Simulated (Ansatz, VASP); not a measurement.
## One calculation of CdS, two programs

Contents of INCAR:

```
SYSTEM = CdS
ALGO     = Normal         ! electronic algorithm
EDIFF    = 1E-6           ! SCF threshold, eV
ENCUT    = 500            ! plane-wave cutoff, eV
GGA      = PE             ! functional
GGA_COMPAT= .False.      
ISIF     = 2              ! what is computed and relaxed
ISMEAR   = 0              ! smearing method
LASPH    = .True.         ! aspherical terms in the spheres
LCHARG   = .True.         ! write CHGCAR
LELF     = .True.         ! ELF
LREAL    = .False.        ! projectors in reciprocal space
LVHAR    = .True.       
LWAVE    = .False.        ! write WAVECAR
NBANDS   = 26             ! bands
NELM     = 120            ! most SCF steps
PREC     = Accurate       ! precision mode
SIGMA    = 0.01           ! smearing width, eV
```

The input KPOINTS:

```
k-points
0
Gamma
  6 6 4
  0 0 0
```

File POSCAR:

```
CdS
1.0
    4.1546907558      0.0000000000      0.0000000000
   -2.0773453779      3.5980677394      0.0000000000
    0.0000000000      0.0000000000      6.7614101629
Cd S
2 2
Direct
    0.3333333333      0.6666666667      0.0002495582
    0.6666666667      0.3333333333      0.5002495582
    0.3333333333      0.6666666667      0.3767504418
    0.6666666667      0.3333333333      0.8767504418
```

Input for Ansatz:

```yaml
crystal:
  lattice:
    - [4.1546907529, 0.0, 0.0]
    - [-2.0773453765, 3.5980677369, 0.0]
    - [0.0, 0.0, 6.7614101599]
  atoms:
    - { symbol: Cd, position: [0.3333333333, 0.6666666667, 0.0002495622] }
    - { symbol: Cd, position: [0.6666666667, 0.3333333333, 0.5002495622] }
    - { symbol: S, position: [0.3333333333, 0.6666666667, 0.3767504378] }
    - { symbol: S, position: [0.6666666667, 0.3333333333, 0.8767504378] }
basis:
  ecutwfc: 420
kpoints:
  mp_grid: { grid: [6, 6, 4] }
  band_path:
    path:
      - [0.0, 0.0, 0.0]
      - [0.0, 0.0, 0.0]
      - [0.3, 0.0, 0.0]
      - [0.5, 0.0, 0.333950448]
      - [0.3333333333, 0.3333333333, 0.0]
      - [0.0, 0.0, 0.5]
      - [0.0079348748, -0.0039674374, 0.0]
      - [-0.0079348748, 0.0039674374, 0.0]
      - [0.0, 0.0, 0.0129133422]
      - [0.0, 0.0, -0.0129133422]
      - [0.0079348748, -0.0039674374, 0.0]
      - [-0.0079348748, 0.0039674374, 0.0]
      - [0.0, 0.0, 0.0129133422]
      - [0.0, 0.0, -0.0129133422]
    npoints: 1
hamiltonian:
  xc: pbe
  pseudopotentials: { kind: paw, azcp: { folder: soft_1 } }
scf:
  occupations: { method: fixed }
  n_extra_bands: 6
output:
  forces: true
  stress: true
  eigenvalues: true
```

Alike in both runs: task single point; functional PBE; k mesh 6 × 6 × 4; no spin polarisation.

|  | VASP | Ansatz |
| --- | --- | --- |
| version | VASP 6.6.1 | Ansatz 0.2.0 |
| potentials or method | VASP PAW PBE potentials, release 64 (Cd, S), cutoff 500 eV | scalar-relativistic, plane waves, PAW |
| occupations | gaussian, width 0.01 eV | fixed |
| valence electrons in the cell | 36 | 52 |

```tsv
	VASP	Ansatz	Ansatz less VASP
gap on the k mesh at the Fermi level (eV)	1.18	1.18	-0.003
least direct gap on the mesh (eV)	1.18	1.18	-0.003
pressure (GPa)	2.0	1.7	-0.30
```

VASP's potentials hold 36 valence electrons a cell and Ansatz's 52, so a difference there can come from the potentials and not from the codes.
